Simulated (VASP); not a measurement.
# Mn (I4_1/amd) in VASP: further runs

Mn is run at these levels: PBE; tasks: single point.

Program: VASP 6.6.1. These are calculated values, not measurements. Logs are shortened: lines on timing, memory, paths and dates and some standing lists are left out, and cuts for length are marked.

## Step 1: The cell of the first run

The structure is tetragonal, space group I4_1/amd (No. 141). Conventional cell: a = 4.400 Å, b = 4.400 Å, c = 2.466 Å, α = 90.00°, β = 90.00°, γ = 90.00°. Mn (site symmetry -4m2) has 10 Mn at 2.28 to 2.87 Å within 3.0 Å.

## Step 2: Single point, PBE, collinear spin, ferromagnetic start

The input, INCAR:

```
PREC = Accurate
ENCUT = 520
EDIFF = 1E-6
ISMEAR = 0
SIGMA = 0.1
LREAL = False
LASPH = True
NELM = 150
ALGO = Normal
ISIF = 2
LWAVE = False
LCHARG = False
ISPIN = 2
MAGMOM = 1.28 1.28
LORBIT = 11
LMAXMIX = 4
GGA = PE
NBANDS = 24
ISYM = 0
```

The input, KPOINTS:

```
regular mesh
0
Gamma
  1 2 4
```

The input, POSCAR:

```
Mn
1.0
   -2.2001468975      2.2001468975      1.2332440300
    2.2001468975     -2.2001468975      1.2332440300
    2.2001468975      2.2001468975     -1.2332440300
Mn
2
Direct
    0.7500000000      0.2500000000      0.5000000000
    0.0000000000      0.0000000000      0.0000000000
```

Potentials or basis: VASP PAW PBE potentials, release 64 (Mn_pv).

Command:

```bash
$ cat potpaw_PBE.64/Mn_pv/POTCAR > POTCAR
$ mpirun -np 1 vasp_std > vasp.out
```

OUTCAR:

```text
PREC = Accurate
   ENCUT = 520
   EDIFF = 1E-6
   ISMEAR = 0
   LREAL = False
   LASPH = True
   NELM = 150
   ISIF = 2
   ISPIN = 2
   LORBIT = 11
   GGA = PE
   ISYM = 0

 ion  position               nearest neighbor table
   1  0.750  0.250  0.500-   2 2.28   2 2.28   2 2.28   2 2.28   2 2.87   2 2.87   2 2.87   2 2.87

   2  0.000  0.000  0.000-   1 2.28   1 2.28   1 2.28   1 2.28   1 2.87   1 2.87   1 2.87   1 2.87

IMPORTANT INFORMATION: All symmetrisations will be switched off!
NOSYMM: (Re-)initialisation of all symmetry stuff for point group C_1.

----------------------------------------------------------------------------------------

                                     Primitive cell

  volume of cell :      23.8788

  direct lattice vectors                    reciprocal lattice vectors
    -2.200146897  2.200146897  1.233244030     0.000000000  0.227257553  0.405434762
     2.200146897 -2.200146897  1.233244030     0.227257553  0.000000000  0.405434762
     2.200146897  2.200146897 -1.233244030     0.227257553  0.227257553  0.000000000

  length of vectors
     3.346966325  3.346966325  3.346966325     0.464783113  0.464783113  0.321390713

  position of ions in fractional coordinates (direct lattice)
     0.750000000  0.250000000  0.500000000
     0.000000000  0.000000000  0.000000000

  ion indices of the primitive-cell ions
   primitive index   ion index
                 1           1
                 2           2

----------------------------------------------------------------------------------------

 KPOINTS: regular mesh

Automatic generation of k-mesh.
 Grid dimensions read from file:
 generate k-points for:    1    2    4

 Generating k-lattice:

  Cartesian coordinates                     Fractional coordinates (reciprocal lattice)
     0.000000000  0.227257553  0.405434762     1.000000000  0.000000000  0.000000000
     0.113628776  0.000000000  0.202717381     0.000000000  0.500000000  0.000000000
     0.056814388  0.056814388  0.000000000     0.000000000  0.000000000  0.250000000

  Length of vectors
     0.464783113  0.232391556  0.080347678

  Shift w.r.t. Gamma in fractional coordinates (k-lattice)
     0.000000000  0.000000000  0.000000000

 -----------------------------------------------------------------------------
|                                                                             |
|           W    W    AA    RRRRR   N    N  II  N    N   GGGG   !!!           |
|           W    W   A  A   R    R  NN   N  II  NN   N  G    G  !!!           |
|           W    W  A    A  R    R  N N  N  II  N N  N  G       !!!           |
|           W WW W  AAAAAA  RRRRR   N  N N  II  N  N N  G  GGG   !            |
|           WW  WW  A    A  R   R   N   NN  II  N   NN  G    G                |
|           W    W  A    A  R    R  N    N  II  N    N   GGGG   !!!           |
|                                                                             |
|     Your reciprocal lattice and k-lattice belong to different lattice       |
|     classes:                                                                |
|                                                                             |
|        The reciprocal lattice is body-centered tetragonal,                  |
|        whereas your k-lattice is simple monoclinic.                         |
|                                                                             |
|     Results are often still useful ...                                      |
|                                                                             |
 -----------------------------------------------------------------------------

 WARNING: IBZKPT: internal override: KBLOWUP is changed to .FALSE.
      ... skipping the blow-up phase ...

 Subroutine IBZKPT returns following result:
 ===========================================

 Found      6 irreducible k-points:

 Following reciprocal coordinates:
            Coordinates               Weight
  0.000000  0.000000  0.000000      1.000000
  0.000000  0.500000  0.000000      1.000000
  0.000000  0.000000  0.250000      2.000000
  0.000000  0.500000  0.250000      2.000000
  0.000000  0.000000  0.500000      1.000000
  0.000000  0.500000  0.500000      1.000000
   k-points           NKPTS =      6   k-points in BZ     NKDIM =      6   number of bands    NBANDS=     24
   number of dos      NEDOS =    301   number of ions     NIONS =      2
   total plane-waves  NPLWV =  21952
   dimension x,y,z NGX =    28 NGY =   28 NGZ =   28
   dimension x,y,z NGXF=    56 NGYF=   56 NGZF=   56
   ions per type =               2
   NGX,Y,Z   is equivalent  to a cutoff of  13.91, 13.91, 13.91 a.u.
   NGXF,Y,Z  is equivalent  to a cutoff of  27.82, 27.82, 27.82 a.u.
 SYSTEM =  unknown system
   PREC   = accura    normal or accurate (medium, high low for compatibility)
   ISTART =      0    job   : 0-new  1-cont  2-samecut
   ICHARG =      2    charge: 1-file 2-atom 10-const
   ISPIN  =      2    spin polarized calculation?
   LNONCOLLINEAR =      F non collinear calculations
   LSORBIT =      F    spin-orbit coupling
   LASPH  =      T    aspherical Exc in radial PAW
   ENCUT  =  520.0 eV  38.22 Ry    6.18 a.u.   6.22  6.22  6.22*2*pi/ulx,y,z
   NELM   =    150;   NELMIN=  2; NELMDL= -5     # of ELM steps
   EDIFF  = 0.1E-05   stopping-criterion for ELM
   LREAL  =      F    real-space projection
   EDIFFG = 0.1E-04   stopping-criterion for IOM
   NSW    =      0    number of steps for IOM
   IBRION =     -1    ionic relax: 0-MD 1-quasi-New 2-CG
   NFREE  =      0    steps in history (QN), initial steepest desc. (CG)
   ISIF   =      2    stress and relaxation
   ISYM   =      0    0-nonsym 1-usesym 2-fastsym
   POTIM  = 0.5000    time-step for ionic-motion
   TEBEG  =    0.0;   TEEND  =   0.0 temperature during run
   PSTRESS=    0.0 pullay stress
   NELECT =      26.0000    total number of electrons
   NUPDOWN=      -1.0000    fix difference up-down
   EMIN   =  10.00;   EMAX   =-10.00  energy-range for DOS
   EFERMI =   0.00;   METHOD = LEGACY
   ISMEAR =     0;   SIGMA  =   0.10  broadening in eV -4-tet -1-fermi 0-gaus
   EFERMI_NEDOS =   21; number of points for ismear=-14 and -15
   IALGO  =     38    algorithm
   IMIX   =      4    mixing-type and parameters
     AMIX     =   0.40;   BMIX     =  1.00
     AMIX_MAG =   1.60;   BMIX_MAG =  1.00
  volume/ion in A,a.u.               =      11.94        80.57
  Fermi-wavevector in a.u.,A,eV,Ry     =   1.684206  3.182687 38.593594  2.836549
  Thomas-Fermi vector in A             =   2.767270
   LORBIT       =     11    0 simple, 1 ext, 2 COOP (PROOUT), +10 PAW based schemes
   GGA     = PE    functional components
   LHFCALC =     F    Hartree Fock is set to
   AEXX    =    0.0000 exact exchange contribution
   IVDW    =     0    specifies the selected vdW correction
   LEPSILON=     F    determine dielectric tensor
   LRPA    =     F    only Hartree local field effects (RPA)
 spin polarized calculation
 Gauss-broadening in eV      SIGMA  =   0.10
  energy-cutoff  :      520.00
  volume of cell :       23.88
 maximum number of plane-waves:       648
 NGX is ok and might be reduce to    28
   NGX = 13   NGY = 13   NGZ = 13

 number of electron      26.0000012 magnetization       2.0579566

 Free energy of the ion-electron system (eV)
  ---------------------------------------------------
  ext. energy  EPLUGINS =         0.00000000
  ---------------------------------------------------
  free energy    TOTEN  =       -18.13837667 eV

  energy without entropy =      -18.12283123  energy(sigma->0) =      -18.13060395

 E-fermi :   9.6226     XC(G=0): -13.2722

 val. band max:        9.5911901942   @ k =   0.0000   0.5000   0.5000
 cond. band min:       9.6433819018   @ k =   0.0000   0.5000   0.0000
 fundamental gap:      0.0521917077
 Fermi energy:         9.6225731241

 spin component 1

 k-point     1 :       0.0000    0.0000    0.0000
  band No.  band energies     occupation
      1     -39.3683      1.00000
      2     -39.2406      1.00000
      3     -38.7134      1.00000
      4     -38.7057      1.00000
      5     -38.6757      1.00000
      6     -38.5251      1.00000
[... 16 lines left out ...]
     23      30.6304      0.00000
     24      34.0848      0.00000

 k-point     2 :       0.0000    0.5000    0.0000
  band No.  band energies     occupation
      1     -39.2831      1.00000
      2     -39.2084      1.00000
      3     -39.1817      1.00000
      4     -38.9189      1.00000
      5     -38.7748      1.00000
      6     -38.5618      1.00000
[... 100 lines left out ...]
 k-point     6 :       0.0000    0.5000    0.5000
  band No.  band energies     occupation
      1     -39.2831      1.00000
      2     -39.2084      1.00000
      3     -39.1817      1.00000
      4     -38.9189      1.00000
      5     -38.7748      1.00000
      6     -38.5618      1.00000
[... 16 lines left out ...]
     23      26.1795      0.00000
     24      29.9843      0.00000
 Fermi energy:         9.6225731241

 spin component 2

 k-point     1 :       0.0000    0.0000    0.0000
  band No.  band energies     occupation
      1     -38.4034      1.00000
      2     -38.1845      1.00000
      3     -37.6927      1.00000
      4     -37.4862      1.00000
      5     -37.4045      1.00000
      6     -37.3723      1.00000
[... 16 lines left out ...]
     23      30.8280      0.00000
     24      34.3293      0.00000

 k-point     2 :       0.0000    0.5000    0.0000
  band No.  band energies     occupation
      1     -38.2904      1.00000
      2     -38.0622      1.00000
      3     -37.9907      1.00000
      4     -37.7853      1.00000
      5     -37.6434      1.00000
      6     -37.5141      1.00000
[... 100 lines left out ...]
 k-point     6 :       0.0000    0.5000    0.5000
  band No.  band energies     occupation
      1     -38.2904      1.00000
      2     -38.0622      1.00000
      3     -37.9907      1.00000
      4     -37.7853      1.00000
      5     -37.6434      1.00000
      6     -37.5141      1.00000
[... 16 lines left out ...]
     23      26.5094      0.00000
     24      30.3239      0.00000

------------------------ aborting loop because EDIFF is reached ----------------------------------------

  FORCE on cell =-STRESS in cart. coord.  units (eV):
  Direction    XX          YY          ZZ          XY          YZ          ZX
  --------------------------------------------------------------------------------------
  -------------------------------------------------------------------------------------
  Total       -2.2169503     -2.2169389     -1.4610296      0.5303829     -3.1321792      3.1321558
  in kB     -148.7490412   -148.7482712    -98.0295987     35.5867000   -210.1574587    210.1558889
  external PRESSURE =    -131.8423037 kB  Pullay stress =       0.0000000 kB

 VOLUME and BASIS-vectors are now :
 -----------------------------------------------------------------------------
  energy-cutoff  :      520.00
  volume of cell :       23.88
      direct lattice vectors                 reciprocal lattice vectors
    -2.200146897  2.200146897  1.233244030     0.000000000  0.227257553  0.405434762
     2.200146897 -2.200146897  1.233244030     0.227257553  0.000000000  0.405434762
     2.200146897  2.200146897 -1.233244030     0.227257553  0.227257553  0.000000000

 POSITION                                       TOTAL-FORCE (eV/Angst)
 -----------------------------------------------------------------------------------
      0.00000      2.20015      0.61662        -0.563737     -0.563735      0.000003
      0.00000      0.00000      0.00000         0.563737      0.563735     -0.000003
 -----------------------------------------------------------------------------------
    total drift:                                0.000005      0.000006     -0.000001

  FREE ENERGIE OF THE ION-ELECTRON SYSTEM (eV)
  ---------------------------------------------------
  free  energy   TOTEN  =       -18.1383766656 eV

  energy  without entropy=      -18.1228312347  energy(sigma->0) =      -18.13060395

 total charge

# of ion       s       p       d       tot
------------------------------------------
    1        0.421   6.261   5.281  11.963
    2        0.421   6.261   5.281  11.963
--------------------------------------------------
tot          0.842  12.522  10.562  23.926

 magnetization (x)

# of ion       s       p       d       tot
------------------------------------------
    1        0.011   0.002   1.011   1.024
    2        0.011   0.002   1.012   1.025
--------------------------------------------------
tot          0.022   0.004   2.023   2.049
```

Wall time 21 s (1 thread of Intel Xeon 6975P-C, shared host); peak memory 0.17 GiB.

Results:

* Free energy: -18.1384 eV
* Pressure: -13.2 GPa
* Largest force: 0.797 eV/Å
* Net moment: 2.06 μB per cell
* Site moments: Mn +1.02 μB
* Valence electrons inside the program's atomic spheres: Mn 11.96

Forces on the atoms (eV/Å):
```
Mn  -0.564 -0.564  0.000
Mn   0.564  0.564  0.000
```

Levels at points of the mesh, in eV from the Fermi level:
Spin up:
| k point | band 10 | band 11 | band 12 | band 13 | band 14 | band 15 | band 16 | band 17 | band 18 | band 19 |
| --- | --- | --- | --- | --- | --- | --- | --- | --- | --- | --- |
| (0.00, 0.00, 0.00) | -2.77 | -2.17 | -0.53 | -0.48 | -0.45 | -0.40 | 1.14 | 2.08 | 6.89 | 6.92 |
| (0.00, 0.50, 0.00) | -2.67 | -1.42 | -1.33 | -0.80 | -0.03 | 0.90 | 0.93 | 2.56 | 5.88 | 8.56 |
| (0.00, 0.00, 0.50) | -2.77 | -2.03 | -1.99 | -0.62 | -0.55 | 0.22 | 0.27 | 0.70 | 0.76 | 13.50 |
| (0.00, 0.50, 0.50) | -2.67 | -1.42 | -1.33 | -0.80 | -0.03 | 0.90 | 0.93 | 2.56 | 5.88 | 8.56 |
Spin down:
```
           k point  band 10  band 11  band 12  band 13  band 14  band 15
(0.00, 0.00, 0.00)    -2.37    -1.74     0.93     0.98     1.07     1.12
(0.00, 0.50, 0.00)    -2.11    -0.45    -0.39     0.02     0.94     1.71
(0.00, 0.00, 0.50)    -2.23    -1.36    -1.32     0.47     0.50     1.59
(0.00, 0.50, 0.50)    -2.11    -0.45    -0.39     0.02     0.94     1.71
```

Caveat: the k points lie up to 2.92 Å⁻¹ apart.

## Step 3: Single point, PBE, collinear spin, ferromagnetic start

The input, INCAR:

```
SYSTEM = Mn
PREC = Accurate
ENCUT = 520
EDIFF = 1E-6
ISMEAR = 0
SIGMA = 0.1
LREAL = .FALSE.
LASPH = .TRUE.
NELM = 150
ALGO = Normal
ISIF = 2
LWAVE = .FALSE.
LCHARG = .FALSE.
ISPIN = 2
MAGMOM = 1.28 1.28
LORBIT = 11
LMAXMIX = 4
GGA = PE
NBANDS = 24
```

The input, KPOINTS:

```
Automatic mesh
0
G
  4 4 4
  0 0 0
```

POSCAR is that of step 2.

Potentials or basis: VASP PAW PBE potentials, release 64 (Mn_pv).

Command:

```bash
$ cat potpaw_PBE.64/Mn_pv/POTCAR > POTCAR
$ mpirun -np 1 vasp_std > vasp.out
```

OUTCAR:

```text
SYSTEM = Mn
   PREC = Accurate
   ENCUT = 520
   EDIFF = 1E-6
   ISMEAR = 0
   LREAL = .FALSE.
   LASPH = .TRUE.
   NELM = 150
   ISIF = 2
   ISPIN = 2
   LORBIT = 11
   GGA = PE

 ion  position               nearest neighbor table
   1  0.750  0.250  0.500-   2 2.28   2 2.28   2 2.28   2 2.28   2 2.87   2 2.87   2 2.87   2 2.87

   2  0.000  0.000  0.000-   1 2.28   1 2.28   1 2.28   1 2.28   1 2.87   1 2.87   1 2.87   1 2.87

  LATTYP: Found a body centered tetragonal cell.
 ALAT       =     4.4002937950
 C/A-ratio  =     0.5605280408

  Lattice vectors:

 A1 = (  -2.2001468975,   2.2001468975,   1.2332440300)
 A2 = (   2.2001468975,  -2.2001468975,   1.2332440300)
 A3 = (   2.2001468975,   2.2001468975,  -1.2332440300)

Analysis of symmetry for initial positions (statically):
=====================================================================
 Subroutine PRICEL returns:
 Original cell was already a primitive cell.

 Routine SETGRP: Setting up the symmetry group for a
 body centered tetragonal supercell.

[... 542 lines left out ...]
      6     -37.7969      1.00000
[... 340 lines left out ...]
     23      35.8125      0.00000
     24      35.8125      0.00000

------------------------ aborting loop because EDIFF is reached ----------------------------------------

  FORCE on cell =-STRESS in cart. coord.  units (eV):
  Direction    XX          YY          ZZ          XY          YZ          ZX
  --------------------------------------------------------------------------------------
  -------------------------------------------------------------------------------------
  Total       -0.5702925     -0.5702925      0.4208436      0.0000000     -0.0000000      0.0000000
  in kB      -38.2644827    -38.2644827     28.2370250      0.0000000     -0.0000000      0.0000000
  external PRESSURE =     -16.0973135 kB  Pullay stress =       0.0000000 kB

 VOLUME and BASIS-vectors are now :
 -----------------------------------------------------------------------------
  energy-cutoff  :      520.00
  volume of cell :       23.88
      direct lattice vectors                 reciprocal lattice vectors
    -2.200146897  2.200146897  1.233244030     0.000000000  0.227257553  0.405434762
     2.200146897 -2.200146897  1.233244030     0.227257553  0.000000000  0.405434762
     2.200146897  2.200146897 -1.233244030     0.227257553  0.227257553  0.000000000

 POSITION                                       TOTAL-FORCE (eV/Angst)
 -----------------------------------------------------------------------------------
      0.00000      2.20015      0.61662         0.000000     -0.000000      0.000000
      0.00000      0.00000      0.00000        -0.000000      0.000000     -0.000000
 -----------------------------------------------------------------------------------
    total drift:                               -0.000000      0.000000      0.000000

  FREE ENERGIE OF THE ION-ELECTRON SYSTEM (eV)
  ---------------------------------------------------
  free  energy   TOTEN  =       -16.6253806810 eV

  energy  without entropy=      -16.6109936117  energy(sigma->0) =      -16.61818715

 total charge

# of ion       s       p       d       tot
------------------------------------------
    1        0.409   6.334   5.180  11.923
    2        0.409   6.334   5.180  11.923
--------------------------------------------------
tot          0.818  12.669  10.360  23.846

 magnetization (x)

# of ion       s       p       d       tot
------------------------------------------
    1        0.006   0.006   0.962   0.974
    2        0.006   0.006   0.962   0.974
--------------------------------------------------
tot          0.012   0.012   1.924   1.949
```

OSZICAR:

```text
N       E                     dE             d eps       ncg     rms          rms(c)
DAV:   1     0.257978153710E+03    0.25798E+03   -0.14296E+04  1264   0.144E+03
DAV:   2    -0.821483256486E+01   -0.26619E+03   -0.25463E+03  1272   0.402E+02
DAV:   3    -0.189002778657E+02   -0.10685E+02   -0.10638E+02  1424   0.913E+01
DAV:   4    -0.190013375418E+02   -0.10106E+00   -0.10105E+00  1448   0.875E+00
DAV:   5    -0.190030673563E+02   -0.17298E-02   -0.17298E-02  1392   0.116E+00    0.162E+01
DAV:   6    -0.166815116829E+02    0.23216E+01   -0.72919E+00  1304   0.370E+01    0.385E+00
DAV:   7    -0.166300040869E+02    0.51508E-01   -0.31282E-01  1336   0.709E+00    0.202E+00
DAV:   8    -0.166280114846E+02    0.19926E-02   -0.83369E-03  1384   0.763E-01    0.101E+00
DAV:   9    -0.166247049119E+02    0.33066E-02   -0.16903E-02  1296   0.884E-01    0.269E-01
DAV:  10    -0.166251870357E+02   -0.48212E-03   -0.85816E-04  1360   0.283E-01    0.174E-01
DAV:  11    -0.166253560696E+02   -0.16903E-03   -0.50684E-04  1400   0.153E-01    0.456E-02
DAV:  12    -0.166253873442E+02   -0.31275E-04   -0.42748E-05  1288   0.660E-02    0.186E-02
DAV:  13    -0.166253832462E+02    0.40980E-05   -0.53745E-06  1352   0.192E-02    0.101E-02
DAV:  14    -0.166253803115E+02    0.29347E-05   -0.14769E-06   840   0.124E-02    0.677E-03
DAV:  15    -0.166253806810E+02   -0.36959E-06   -0.21189E-07   624   0.438E-03
   1 F= -.16625381E+02 E0= -.16618187E+02  d E =-.143871E-01  mag=     1.9674
```

Wall time 18 s (1 thread of Intel Xeon 6975P-C, shared host); peak memory 0.17 GiB.

Results:

| Item | Value |
| --- | --- |
| Free energy | -16.6254 eV |
| Pressure | -1.6 GPa |
| Band gap on the k mesh | zero (filled and empty bands overlap) |
| Net moment | 1.97 μB per cell |
| Site moments | Mn +0.97 μB |
| Valence electrons inside the program's atomic spheres | Mn 11.92 |

Stress tensor (GPa, compression positive):
```
-3.83  0.00  0.00
 0.00 -3.83  0.00
 0.00  0.00  2.82
```

Caveat: the k points lie up to 0.73 Å⁻¹ apart.
